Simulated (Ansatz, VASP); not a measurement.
## Si3Ge: VASP beside Ansatz

```
Si Ge
1.0
     3.87666    0.00000    0.00000
     0.00000    3.87666    0.00000
     0.00000    0.00000    5.46559
Si Ge
3 1
Direct
  0.50000 0.00000 0.75590
  0.50000 0.50000 0.00000
  0.00000 0.50000 0.24410
  0.00000 0.00000 0.50000
```

Alike in both runs: task single point; functional PBE; k mesh 6 × 6 × 4; no spin polarisation.

```csv
,VASP,Ansatz
version,VASP 6.6.1,Ansatz 0.2.0
potentials or method,"VASP PAW PBE potentials, release 64 (Si, Ge_d)","plane waves, PAW"
plane-wave cutoff (eV),520,420
occupations,"gaussian, width 0.01 eV",fixed
valence electrons in the cell,26,26
```

```csv
,VASP,Ansatz,Ansatz less VASP
gap on the k mesh at the Fermi level (eV),0.34,0.33,-0.002
pressure (GPa),2.6,2.7,+0.11
```
